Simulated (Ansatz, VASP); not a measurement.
## One calculation of Ni, two programs

Contents of INCAR:

```
SYSTEM = Ni
PREC = Accurate
ENCUT = 520
EDIFF = 1E-7
ISMEAR = -1
SIGMA = 0.1
LREAL = .FALSE.
LASPH = .TRUE.
NELM = 100
ALGO = Normal
ISIF = 2
LWAVE = .FALSE.
LCHARG = .FALSE.
GGA = PS
NBANDS = 11
```

KPOINTS

```
regular mesh
0
G
  26 26 26
  0 0 0
```

The input POSCAR:

```
Ni
1.0
    0.0000000000      1.7062800446      1.7062800446
    1.7062800446      0.0000000000      1.7062800446
    1.7062800446      1.7062800446      0.0000000000
Ni
1
Direct
    0.0000000000      0.0000000000      0.0000000000
```

Input for Ansatz:

```yaml
crystal:
  lattice:
    - [0.0, 1.7062800446, 1.7062800446]
    - [1.7062800446, 0.0, 1.7062800446]
    - [1.7062800446, 1.7062800446, 0.0]
  atoms:
    - { symbol: Ni, position: [0.0, 0.0, 0.0] }
hamiltonian:
  xc: pbesol
  pseudopotentials:
    kind: paw
    azcp:
      Ni: "pseudopotentials/Ni.paw.azcp"
basis:
  ecutwfc: 420
  fft_grid_basis: typed
kpoints:
  mp_grid: { grid: [26, 26, 26], shift: [0, 0, 0] }
magnetization:
  spin_polarized: false
scf:
  occupations: { method: fermi_dirac, width: 0.1 }
output:
  stress: true
```

Alike in both runs: task single point; functional PBEsol; k mesh 26 × 26 × 26; occupations fermi-dirac, width 0.1 eV; no spin polarisation.

|  | VASP | Ansatz |
| --- | --- | --- |
| version | VASP 6.6.1 | Ansatz 0.2.0 |
| potentials or method | VASP PAW PBE potentials, release 64 (Ni), cutoff 520 eV | plane waves (420 eV) with PAW, scalar-relativistic |
| valence electrons in the cell | 10 | 18 |

|  | VASP | Ansatz | Ansatz less VASP |
| --- | --- | --- | --- |
| pressure (GPa) | 10.4 | 10.6 | +0.18 |

VASP's potentials were made for PBE, not for PBEsol, and Ansatz warns of the same on its side. VASP's potentials hold 10 valence electrons a cell and Ansatz's 18, so a difference there can come from the potentials and not from the codes.
